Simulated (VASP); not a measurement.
Set up this calculation in VASP 6.6.1, as the native input.

| Property | Result |
| --- | --- |
| Task | single point |
| Functional | PBEsol |
| Dispersion | D4 |
| Potentials or basis | VASP PAW PBE potentials, release 64 (P) |
| Cutoff | 500 eV |
| k mesh | 8 × 8 × 8 |
| Occupations | gaussian, width 0.1 eV |
| Spin | no spin polarisation |
| Dipole correction | no |
| Further INCAR settings | ALGO = Normal; EDIFF = 1e-06; NBANDS = 8 |

The structure of P lies in POSCAR:

```
P
1.0
    2.5585688000      0.0000000000      0.0000000000
    0.0000000000      2.5585688000      0.0000000000
    0.0000000000      0.0000000000      2.5585688000
P
1
Direct
    0.0000000000      0.0000000000      0.0000000000
```

This isn't the form of P at room conditions, which is orthorhombic.

One way to write it, as run:

INCAR

```
SYSTEM = P
PREC     = Accurate       ! precision mode
ENCUT    = 500            ! plane-wave cutoff, eV
EDIFF    = 1E-6           ! SCF threshold, eV
ISMEAR   = 0              ! smearing method
SIGMA    = 0.1            ! smearing width, eV
LREAL    = .FALSE.        ! projectors in reciprocal space
LASPH    = .TRUE.         ! aspherical terms in the spheres
NELM     = 120            ! most SCF steps
ALGO     = Normal         ! electronic algorithm
ISIF     = 2              ! what is computed and relaxed
LWAVE    = .FALSE.        ! write WAVECAR
LCHARG   = .FALSE.        ! write CHGCAR
GGA      = PS             ! functional
IVDW     = 13             ! dispersion correction
NBANDS   = 8              ! bands
GGA_COMPAT= .FALSE.
```

KPOINTS

```
Automatic mesh
0
G
  8 8 8
  0 0 0
```

Potentials or basis: VASP PAW PBE potentials, release 64 (P).

The run is started by

```console
$ cat potpaw_PBE.64/P/POTCAR > POTCAR
$ mpirun -np 1 vasp_std > vasp.out
```

It gave:

The pressure is -16.7 GPa. The band gap on the k mesh is zero (an odd number of electrons rules out a gap without spin polarisation). The dispersion energy per atom is -0.249 eV.

Caveat: the cell stands under tension; the PAW data sets were made with another functional, which shifts forces and pressure a little.

Wall time 5.9 s on 1 thread of Intel Xeon 8259CL (shared host), peak memory 0.11 GiB.
